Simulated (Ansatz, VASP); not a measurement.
**Two plane-wave programs on InGa3O3**

```
In Ga O
1.0
     3.08142    0.00000    0.00000
    -1.54071    2.66859    0.00000
     0.00000    0.00000   14.40730
In Ga O
1 3 3
Direct
  0.33333 0.66667 0.79725
  0.33333 0.66667 0.28643
  0.00000 0.00000 0.60388
  0.66667 0.33333 0.07321
  0.00000 0.00000 0.33220
  0.33333 0.66667 0.15914
  0.00000 0.00000 0.01790
```

Alike in both runs: functional PBE; k mesh 12 × 12 × 4; occupations gaussian, width 0.1 eV; no spin polarisation.

Ansatz relaxed the structure, and its values are those at the end. VASP's run is a single point on that final structure, the one shown.

```csv
,VASP,Ansatz
version,VASP 6.6.1,Ansatz 0.2.0
potentials or method,"VASP PAW PBE potentials, release 64 (In_d, Ga_d, O), cutoff 520 eV","scalar-relativistic, plane waves, PAW"
valence electrons in the cell,70,70
```

```csv
,VASP,Ansatz,Ansatz less VASP
gap on the k mesh at the Fermi level (eV),none,none,-
pressure (GPa),0.3,0.0,-0.32
rms of the force components (eV/Å),0.015,0.000,-0.0151
```

A gap of «none» marks a metal or a gap that the smearing closes.
